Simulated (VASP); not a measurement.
Set up this calculation in VASP 6.6.1, as the native input.

```
Task                   : single point
Functional             : PBEsol
Potentials or basis    : VASP PAW PBE potentials, release 64 (Ti_sv, Al)
Cutoff                 : 520 eV
k mesh                 : 10 × 10 × 4
Occupations            : gaussian, width 0.1 eV
Spin                   : no spin polarisation
Dipole correction      : no
Further INCAR settings : ALGO = Fast; EDIFF = 1e-06; NBANDS = 31
```

The structure of TiAl3 lies in POSCAR:

```
TiAl3
1.0
    3.8918591098      0.0000000000      0.0000000000
    0.0000000000      3.8918591098      0.0000000000
    0.0000000000      0.0000000000      8.4513456903
Ti Al
2 6
Direct
    0.0000000000      0.0000000000      0.0000000000
    0.5000000000      0.5000000000      0.5000000000
    0.5000000000      0.5000000000      0.0000000000
    0.0000000000      0.5000000000      0.2500000000
    0.5000000000      0.0000000000      0.2500000000
    0.0000000000      0.0000000000      0.5000000000
    0.5000000000      0.0000000000      0.7500000000
    0.0000000000      0.5000000000      0.7500000000
```

This cell differs from its parent crystal: biaxial strain in the a-b plane: +2.0 %.

The input as run:

INCAR

```
  ALGO = Fast
  EDIFF = 1E-6
  ENCUT = 520
  GGA = PS
  ISIF = 2
  ISMEAR = 0
  LASPH = True
  LCHARG = False
  LREAL = False
  LWAVE = False
  NBANDS = 31
  NELM = 60
  PREC = Accurate
  SIGMA = 0.1
```

KPOINTS

```
k-points
0
Gamma
  10 10 4
```

Potentials or basis: VASP PAW PBE potentials, release 64 (Ti_sv, Al).

Command:

```bash
$ cat potpaw_PBE.64/Ti_sv/POTCAR potpaw_PBE.64/Al/POTCAR > POTCAR
$ mpirun -np 1 vasp_std > vasp.out
```

Results of the run:

| Property | Result |
| --- | --- |
| Pressure | -2.8 GPa |
| Band gap on the k mesh | zero (bands 21 and 22 overlap by 2.03 eV) |

Caveat: the cell differs from its parent crystal (biaxial strain in the a-b plane: +2.0 %); the PAW data sets were made with another functional, which shifts forces and pressure a little.

It took 5.2 min on 1 thread of Intel(R) Xeon(R) 6975P-C (Granite Rapids), with other jobs on the host, peak memory 0.36 GiB.
